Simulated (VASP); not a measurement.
# LiF (Pm-3m) in VASP: notebook

LiF is run at these levels: PBEsol, PBE, r2SCAN; tasks: single point.

All numbers are computed with VASP 6.6.1; they aren't measurements. Logs are shortened: lines on timing, memory, paths and dates and some standing lists are left out, and cuts for length are marked.

## 1. The cell of the first run

It takes space group Pm-3m (No. 221, cubic). The conventional cell has a = 2.523 Å, b = 2.523 Å, c = 2.523 Å, α = 90.00°, β = 90.00°, γ = 90.00°. Within 2.9 Å of Li (site symmetry m-3m) lie 8 F at 2.19 Å and 6 Li at 2.52 Å. Within 2.9 Å of F (site symmetry m-3m) lie 8 Li at 2.19 Å and 6 F at 2.52 Å.

## 2. Single point, PBEsol

INCAR

```
SYSTEM = LiF
PREC = Accurate ; ENCUT = 520
EDIFF = 1E-7 ; ISMEAR = -1
SIGMA = 0.02 ; LREAL = .False.
LASPH = .True. ; NELM = 80
ALGO = Normal ; ISIF = 2
LWAVE = .False. ; LCHARG = .False.
GGA = PS ; NBANDS = 12
```

KPOINTS

```
Automatic mesh
0
Gamma
  10 10 10
  0 0 0
```

POSCAR

```
LiF
1.0
    2.5232543074      0.0000000000      0.0000000000
    0.0000000000      2.5232543074      0.0000000000
    0.0000000000      0.0000000000      2.5232543074
Li F
1 1
Direct
    0.0000000000      0.0000000000      0.0000000000
    0.5000000000      0.5000000000      0.5000000000
```

Potentials or basis: VASP PAW PBE potentials, release 64 (Li_sv, F).

Started as:

```sh
$ cat potpaw_PBE.64/Li_sv/POTCAR potpaw_PBE.64/F/POTCAR > POTCAR
$ mpirun -np 1 vasp_std > vasp.out
```

OUTCAR:

```text
SYSTEM = LiF
   PREC = Accurate
   ENCUT = 520
   EDIFF = 1E-7
   ISMEAR = -1
   LREAL = .False.
   LASPH = .True.
   NELM = 80
   ISIF = 2
   GGA = PS

 ion  position               nearest neighbor table
   1  0.000  0.000  0.000-   2 2.19   2 2.19   2 2.19   2 2.19   2 2.19   2 2.19   2 2.19   2 2.19

   2  0.500  0.500  0.500-   1 2.19   1 2.19   1 2.19   1 2.19   1 2.19   1 2.19   1 2.19   1 2.19

  LATTYP: Found a simple cubic cell.
 ALAT       =     2.5232543074

  Lattice vectors:

 A1 = (   2.5232543074,   0.0000000000,   0.0000000000)
 A2 = (   0.0000000000,   2.5232543074,   0.0000000000)
 A3 = (   0.0000000000,   0.0000000000,   2.5232543074)

Analysis of symmetry for initial positions (statically):
=====================================================================
 Subroutine PRICEL returns:
 Original cell was already a primitive cell.

 Routine SETGRP: Setting up the symmetry group for a
 simple cubic supercell.

 Subroutine GETGRP returns: Found 48 space group operations
 (whereof 48 operations were pure point group operations)
 out of a pool of 48 trial point group operations.

The static configuration has the point symmetry O_h .

Analysis of symmetry for dynamics (positions and initial velocities):
=====================================================================
 Subroutine PRICEL returns:
 Original cell was already a primitive cell.

 Routine SETGRP: Setting up the symmetry group for a
 simple cubic supercell.

 Subroutine GETGRP returns: Found 48 space group operations
 (whereof 48 operations were pure point group operations)
 out of a pool of 48 trial point group operations.

The dynamic configuration has the point symmetry O_h .

 Subroutine INISYM returns: Found 48 space group operations
 (whereof 48 operations are pure point group operations),
 and found     1 'primitive' translations

----------------------------------------------------------------------------------------

                                     Primitive cell

  volume of cell :      16.0651

  direct lattice vectors                    reciprocal lattice vectors
     2.523254307  0.000000000  0.000000000     0.396313601  0.000000000  0.000000000
     0.000000000  2.523254307  0.000000000     0.000000000  0.396313601  0.000000000
     0.000000000  0.000000000  2.523254307     0.000000000  0.000000000  0.396313601

  length of vectors
     2.523254307  2.523254307  2.523254307     0.396313601  0.396313601  0.396313601

  position of ions in fractional coordinates (direct lattice)
     0.000000000  0.000000000  0.000000000
     0.500000000  0.500000000  0.500000000

  ion indices of the primitive-cell ions
   primitive index   ion index
                 1           1
                 2           2

----------------------------------------------------------------------------------------

 KPOINTS: Automatic mesh

Automatic generation of k-mesh.
 Grid dimensions read from file:
 generate k-points for:   10   10   10

 Generating k-lattice:

  Cartesian coordinates                     Fractional coordinates (reciprocal lattice)
     0.039631360  0.000000000  0.000000000     0.100000000  0.000000000  0.000000000
     0.000000000  0.039631360  0.000000000     0.000000000  0.100000000  0.000000000
     0.000000000  0.000000000  0.039631360     0.000000000  0.000000000  0.100000000

  Length of vectors
     0.039631360  0.039631360  0.039631360

  Shift w.r.t. Gamma in fractional coordinates (k-lattice)
     0.000000000  0.000000000  0.000000000

 Subroutine IBZKPT returns following result:
 ===========================================

 Found     56 irreducible k-points:

 Following reciprocal coordinates:
            Coordinates               Weight
  0.000000  0.000000  0.000000      1.000000
  0.100000  0.000000  0.000000      6.000000
  0.200000  0.000000  0.000000      6.000000
  0.300000  0.000000  0.000000      6.000000
  0.400000  0.000000  0.000000      6.000000
  0.500000  0.000000  0.000000      3.000000
[... 16 lines left out ...]
  0.200000  0.100000  0.100000     24.000000
  0.300000  0.100000  0.100000     24.000000
 [... further k-points ...]
   k-points           NKPTS =     56   k-points in BZ     NKDIM =     56   number of bands    NBANDS=     12
   number of dos      NEDOS =    301   number of ions     NIONS =      2
   total plane-waves  NPLWV =   8000
   dimension x,y,z NGX =    20 NGY =   20 NGZ =   20
   dimension x,y,z NGXF=    40 NGYF=   40 NGZF=   40
   ions per type =               1   1
   NGX,Y,Z   is equivalent  to a cutoff of  13.18, 13.18, 13.18 a.u.
   NGXF,Y,Z  is equivalent  to a cutoff of  26.35, 26.35, 26.35 a.u.
 SYSTEM =  LiF
   PREC   = accura    normal or accurate (medium, high low for compatibility)
   ISTART =      0    job   : 0-new  1-cont  2-samecut
   ICHARG =      2    charge: 1-file 2-atom 10-const
   ISPIN  =      1    spin polarized calculation?
   LNONCOLLINEAR =      F non collinear calculations
   LSORBIT =      F    spin-orbit coupling
   LASPH  =      T    aspherical Exc in radial PAW
   ENCUT  =  520.0 eV  38.22 Ry    6.18 a.u.   4.69  4.69  4.69*2*pi/ulx,y,z
   NELM   =     80;   NELMIN=  2; NELMDL= -5     # of ELM steps
   EDIFF  = 0.1E-06   stopping-criterion for ELM
   LREAL  =      F    real-space projection
   EDIFFG = 0.1E-05   stopping-criterion for IOM
   NSW    =      0    number of steps for IOM
   IBRION =     -1    ionic relax: 0-MD 1-quasi-New 2-CG
   NFREE  =      0    steps in history (QN), initial steepest desc. (CG)
   ISIF   =      2    stress and relaxation
   ISYM   =      2    0-nonsym 1-usesym 2-fastsym
   POTIM  = 0.5000    time-step for ionic-motion
   TEBEG  =    0.0;   TEEND  =   0.0 temperature during run
   PSTRESS=    0.0 pullay stress
   NELECT =      10.0000    total number of electrons
   NUPDOWN=      -1.0000    fix difference up-down
   EMIN   =  10.00;   EMAX   =-10.00  energy-range for DOS
   EFERMI =   0.00;   METHOD = LEGACY
   ISMEAR =    -1;   SIGMA  =   0.02  broadening in eV -4-tet -1-fermi 0-gaus
   EFERMI_NEDOS =   21; number of points for ismear=-14 and -15
   IALGO  =     38    algorithm
   IMIX   =      4    mixing-type and parameters
     AMIX     =   0.40;   BMIX     =  1.00
     AMIX_MAG =   1.60;   BMIX_MAG =  1.00
  volume/ion in A,a.u.               =       8.03        54.21
  Fermi-wavevector in a.u.,A,eV,Ry     =   1.397807  2.641472 26.583931  1.953864
  Thomas-Fermi vector in A             =   2.521027
   LORBIT       =      0    0 simple, 1 ext, 2 COOP (PROOUT), +10 PAW based schemes
   GGA     = PS    functional components
   LHFCALC =     F    Hartree Fock is set to
   AEXX    =    0.0000 exact exchange contribution
   IVDW    =     0    specifies the selected vdW correction
   LEPSILON=     F    determine dielectric tensor
   LRPA    =     F    only Hartree local field effects (RPA)
 non-spin polarized calculation
  energy-cutoff  :      520.00
  volume of cell :       16.07
 maximum number of plane-waves:       461
 NGX is ok and might be reduce to    20
   NGX =  9   NGY =  9   NGZ =  9

 number of electron      10.0000024 magnetization

 Free energy of the ion-electron system (eV)
  ---------------------------------------------------
  ext. energy  EPLUGINS =         0.00000000
  ---------------------------------------------------
  free energy    TOTEN  =        -9.28529090 eV

  energy without entropy =       -9.28529090  energy(sigma->0) =       -9.28529090

 E-fermi :   0.9021     XC(G=0): -10.3474

 val. band max:        0.2927755100   @ k =   0.5000   0.5000   0.0000
 cond. band min:       8.0274738820   @ k =   0.0000   0.0000   0.0000
 fundamental gap:      7.7346983720
 Fermi energy:         0.9021088413

 k-point     1 :       0.0000    0.0000    0.0000
  band No.  band energies     occupation
      1     -41.7815      2.00000
      2     -20.5851      2.00000
      3      -0.4278      2.00000
      4      -0.4278      2.00000
      5      -0.4278      2.00000
      6       8.0275      0.00000
      7      19.1251      0.00000
      8      19.1251      0.00000
      9      21.6129      0.00000
     10      21.6129      0.00000
     11      21.6129      0.00000
     12      39.3467      0.00000

 k-point     2 :       0.1000    0.0000    0.0000
  band No.  band energies     occupation
      1     -41.7757      2.00000
      2     -20.5396      2.00000
      3      -0.8056      2.00000
      4      -0.3890      2.00000
      5      -0.3890      2.00000
      6       8.2714      0.00000
      7      17.8103      0.00000
      8      19.3600      0.00000
      9      21.5631      0.00000
     10      21.5631      0.00000
     11      23.5383      0.00000
     12      37.8159      0.00000

 k-point     3 :       0.2000    0.0000    0.0000
  band No.  band energies     occupation
      1     -41.7608      2.00000
      2     -20.4185      2.00000
      3      -1.6955      2.00000
      4      -0.2860      2.00000
      5      -0.2860      2.00000
      6       8.7799      0.00000
      7      16.2875      0.00000
      8      20.0642      0.00000
      9      21.4126      0.00000
     10      21.4126      0.00000
     11      26.8718      0.00000
     12      34.2220      0.00000
[... 286 lines left out ...]
 k-point    23 :       0.2000    0.1000    0.1000
  band No.  band energies     occupation
      1     -41.7502      2.00000
      2     -20.3230      2.00000
      3      -1.6206      2.00000
      4      -0.6733      2.00000
      5      -0.5659      2.00000
      6       9.3631      0.00000
      7      16.2158      0.00000
      8      17.8497      0.00000
      9      21.3339      0.00000
     10      24.3005      0.00000
     11      27.3395      0.00000
     12      32.2588      0.00000

 k-point    24 :       0.3000    0.1000    0.1000
  band No.  band energies     occupation
      1     -41.7325      2.00000
      2     -20.1629      2.00000
      3      -2.5805      2.00000
      4      -0.5699      2.00000
      5      -0.4112      2.00000
      6       9.8871      0.00000
      7      15.1843      0.00000
      8      18.1507      0.00000
      9      21.3291      0.00000
     10      24.3158      0.00000
     11      30.4474      0.00000
     12      30.4906      0.00000

 [... further k-points ...]
[... 5 lines left out ...]
  --------------------------------------------------------------------------------------
  -------------------------------------------------------------------------------------
  Total       -0.0489863     -0.0489863     -0.0489863      0.0000000      0.0000000     -0.0000000
  in kB       -4.8854256     -4.8854256     -4.8854256      0.0000000      0.0000000     -0.0000000
  external PRESSURE =      -4.8854256 kB  Pullay stress =       0.0000000 kB

 VOLUME and BASIS-vectors are now :
 -----------------------------------------------------------------------------
  energy-cutoff  :      520.00
  volume of cell :       16.07
      direct lattice vectors                 reciprocal lattice vectors
     2.523254307  0.000000000  0.000000000     0.396313601  0.000000000  0.000000000
     0.000000000  2.523254307  0.000000000     0.000000000  0.396313601  0.000000000
     0.000000000  0.000000000  2.523254307     0.000000000  0.000000000  0.396313601

 POSITION                                       TOTAL-FORCE (eV/Angst)
 -----------------------------------------------------------------------------------
      0.00000      0.00000      0.00000         0.000000      0.000000      0.000000
      1.26163      1.26163      1.26163         0.000000      0.000000      0.000000
 -----------------------------------------------------------------------------------
    total drift:                                0.000000      0.000000      0.000000

  FREE ENERGIE OF THE ION-ELECTRON SYSTEM (eV)
  ---------------------------------------------------
  free  energy   TOTEN  =        -9.2852909047 eV

  energy  without entropy=       -9.2852909047  energy(sigma->0) =       -9.28529090
```

It took 4.9 s on 1 thread of AMD EPYC 9R45 (Zen 5), shared host; peak memory 0.09 GiB.

Results:

| Item | Value |
| --- | --- |
| Free energy | -9.2853 eV |
| Band gap on the k mesh | 7.73 eV, indirect (least direct gap 8.46 eV) |

Caveat: the cutoff is under 1.25 times the usual one of these potentials, so pressure, stress and relaxed cells hold a basis-set (Pulay) error; the PAW data sets were made with another functional, which shifts forces and pressure a little.

## 3. Single point, PBE

This run uses another cell than the first one, of 8.39 Å³/atom, 1.044 times its volume.

INCAR

```
SYSTEM = LiF
ALGO = Normal ; EDIFF = 1E-6
ENCUT = 520 ; GGA = PE
ISIF = 2 ; ISMEAR = -1
LASPH = .TRUE. ; LCHARG = .FALSE.
LREAL = .FALSE. ; LWAVE = .FALSE.
NBANDS = 12 ; NELM = 80
PREC = Accurate ; SIGMA = 0.02
```

KPOINTS

```
k-points
0
G
  12 12 12
  0 0 0
```

POSCAR

```
LiF
1.0
    2.5599477969      0.0000000000      0.0000000000
    0.0000000000      2.5599477969      0.0000000000
    0.0000000000      0.0000000000      2.5599477969
Li F
1 1
Direct
    0.0000000000      0.0000000000      0.0000000000
    0.5000000000      0.5000000000      0.5000000000
```

Potentials or basis: VASP PAW PBE potentials, release 64 (Li_sv, F).

Started as:

```sh
$ cat potpaw_PBE.64/Li_sv/POTCAR potpaw_PBE.64/F/POTCAR > POTCAR
$ mpirun -np 1 vasp_std > vasp.out
```

Run time: 6.7 s. Hardware: 1 thread of AMD EPYC 9R45 (Zen 5), shared host; peak memory 0.1 GiB.

Results (log left out):

| Quantity | Value |
| --- | --- |
| Free energy | -9.0487 eV |
| Band gap on the k mesh | 7.51 eV, indirect (least direct gap 8.18 eV) |

Levels at points of the mesh, in eV from the valence-band top:
| k point | band 3 | band 4 | band 5 | band 6 | band 7 | band 8 |
| --- | --- | --- | --- | --- | --- | --- |
| (0.00, 0.00, 0.00) | -0.67 | -0.67 | -0.67 | 7.51 | 18.83 | 18.83 |
| (0.50, 0.00, 0.00) | -3.66 | -0.28 | -0.28 | 9.11 | 13.99 | 20.28 |
| (0.50, 0.50, 0.00) | -3.24 | -3.24 | 0.00 | 13.35 | 13.64 | 13.64 |
| (0.50, 0.50, 0.50) | -2.24 | -2.24 | -2.24 | 11.12 | 11.12 | 11.12 |

Caveat: the cutoff is under 1.25 times the usual one of these potentials, so pressure, stress and relaxed cells hold a basis-set (Pulay) error. A k mesh can miss the band edges.

## 4. Single point, r2SCAN

This run uses another cell than the first one, of 7.97 Å³/atom, 0.992 times its volume.

POSCAR

```
LiF
1.0
    2.5162584520      0.0000000000      0.0000000000
    0.0000000000      2.5162584520      0.0000000000
    0.0000000000      0.0000000000      2.5162584520
Li F
1 1
Direct
    0.0000000000      0.0000000000      0.0000000000
    0.5000000000      0.5000000000      0.5000000000
```

INCAR.step1

```
PREC     = Accurate       # precision mode
ENCUT    = 520            # plane-wave cutoff, eV
ISMEAR   = -1             # smearing method
SIGMA    = 0.02           # smearing width, eV
LREAL    = F              # projectors in reciprocal space
LASPH    = T              # aspherical terms in the spheres
NELM     = 80             # most SCF steps
NBANDS   = 12             # bands
GGA      = PE             # functional
ALGO     = Normal         # electronic algorithm
EDIFF    = 1E-4           # SCF threshold, eV
LWAVE    = T              # write WAVECAR
LCHARG   = F              # write CHGCAR
```

INCAR.step2

```
PREC     = Accurate       # precision mode
ENCUT    = 520            # plane-wave cutoff, eV
EDIFF    = 1E-6           # SCF threshold, eV
ISMEAR   = -1             # smearing method
SIGMA    = 0.02           # smearing width, eV
LREAL    = F              # projectors in reciprocal space
LASPH    = T              # aspherical terms in the spheres
NELM     = 80             # most SCF steps
ALGO     = Normal         # electronic algorithm
ISIF     = 2              # what is computed and relaxed
LWAVE    = F              # write WAVECAR
LCHARG   = F              # write CHGCAR
METAGGA  = R2SCAN         # meta-GGA
LMIXTAU  = T            
NBANDS   = 12             # bands
ISTART   = 1
```

KPOINTS

```
regular mesh
0
Gamma
  10 10 10
```

Started as:

```sh
$ cat potpaw_PBE.64/Li_sv/POTCAR potpaw_PBE.64/F/POTCAR > POTCAR
$ cp INCAR.step1 INCAR
$ mpirun -np 1 vasp_std > vasp.out
$ cp INCAR.step2 INCAR
$ mpirun -np 1 vasp_std > vasp.out
```

Wall time 26 s (1 thread of AMD EPYC 9R45 (Zen 5), shared host); peak memory 0.09 GiB.

It converged, with:

```
Free energy            : -11.2735 eV
Band gap on the k mesh : 9.12 eV, indirect (least direct gap 9.86 eV)
```

Levels at points of the mesh, in eV from the valence-band top:
| k point | band 3 | band 4 | band 5 | band 6 | band 7 | band 8 |
| --- | --- | --- | --- | --- | --- | --- |
| (0.00, 0.00, 0.00) | -0.74 | -0.74 | -0.74 | 9.12 | 20.21 | 20.21 |
| (0.50, 0.00, 0.00) | -3.91 | -0.31 | -0.31 | 10.43 | 15.97 | 22.44 |
| (0.50, 0.50, 0.00) | -3.51 | -3.51 | 0.00 | 14.95 | 15.30 | 15.30 |
| (0.50, 0.50, 0.50) | -2.47 | -2.47 | -2.47 | 12.33 | 12.33 | 12.33 |

Caveat: the cutoff is under 1.25 times the usual one of these potentials, so pressure, stress and relaxed cells hold a basis-set (Pulay) error; the PAW data sets were made with another functional, which shifts forces and pressure a little.

## 5. Single point, r2SCAN

This run uses another cell than the first one, of 7.97 Å³/atom, 0.992 times its volume.

POSCAR is that of step 4.

INCAR.step1

```
ALGO = Normal
EDIFF = 1E-4
ENCUT = 520
GGA = PE
ISMEAR = 0
LASPH = T
LCHARG = F
LREAL = F
LWAVE = T
NBANDS = 12
NELM = 60
PREC = Accurate
SIGMA = 0.01
```

INCAR.step2

```
ALGO = Normal
EDIFF = 1E-7
ENCUT = 520
ISIF = 2
ISMEAR = 0
ISTART = 1
LASPH = T
LCHARG = F
LMIXTAU = T
LREAL = F
LWAVE = F
METAGGA = R2SCAN
NBANDS = 12
NELM = 60
PREC = Accurate
SIGMA = 0.01
```

KPOINTS

```
k-points
0
Gamma
  10 10 10
```

Started as:

```sh
$ cat potpaw_PBE.64/Li_sv/POTCAR potpaw_PBE.64/F/POTCAR > POTCAR
$ cp INCAR.step1 INCAR
$ mpirun -np 1 vasp_std > vasp.out
$ cp INCAR.step2 INCAR
$ mpirun -np 1 vasp_std > vasp.out
```

It took 29 s on 1 thread of AMD EPYC 9R45 (Zen 5), shared host; peak memory 0.09 GiB.

It converged, with:

```yaml
Free_energy: -11.2735 eV
Band_gap_on_the_k_mesh: 9.12 eV, indirect (least direct gap 9.86 eV)
```

Levels at points of the mesh, in eV from the valence-band top:
| k point | band 3 | band 4 | band 5 | band 6 | band 7 | band 8 |
| --- | --- | --- | --- | --- | --- | --- |
| (0.00, 0.00, 0.00) | -0.74 | -0.74 | -0.74 | 9.12 | 20.21 | 20.21 |
| (0.50, 0.00, 0.00) | -3.91 | -0.31 | -0.31 | 10.43 | 15.97 | 22.44 |
| (0.50, 0.50, 0.00) | -3.51 | -3.51 | 0.00 | 14.95 | 15.30 | 15.30 |
| (0.50, 0.50, 0.50) | -2.47 | -2.47 | -2.47 | 12.33 | 12.33 | 12.33 |

Caveat: the cutoff is under 1.25 times the usual one of these potentials, so pressure, stress and relaxed cells hold a basis-set (Pulay) error; the PAW data sets were made with another functional, which shifts forces and pressure a little. A k mesh can miss the band edges.

## 6. The runs side by side

| level | cell | k mesh | smearing | gap on the mesh (eV) |
| --- | --- | --- | --- | --- |
| PBEsol | a = 2.523 Å, 2 atoms | 10 × 10 × 10 | fermi-dirac 0.02 eV | 7.73 |
| PBE | a = 2.560 Å, 2 atoms | 12 × 12 × 12 | fermi-dirac 0.02 eV | 7.51 |
| r2SCAN | a = 2.516 Å, 2 atoms | 10 × 10 × 10 | fermi-dirac 0.02 eV | 9.12 |
| r2SCAN | a = 2.516 Å, 2 atoms | 10 × 10 × 10 | gaussian 0.01 eV | 9.12 |

Alike in all rows: task single point; potentials or basis VASP PAW PBE potentials, release 64 (Li_sv, F); no spin polarisation; cutoff (eV) 520.

Caveats: the cutoff is under 1.25 times the usual one of these potentials, so pressure, stress and relaxed cells hold a basis-set (Pulay) error; the PAW data sets were made with another functional, which shifts forces and pressure a little (some runs).

Total energies depend on the potentials used, so only differences within one code and one set of settings carry meaning.
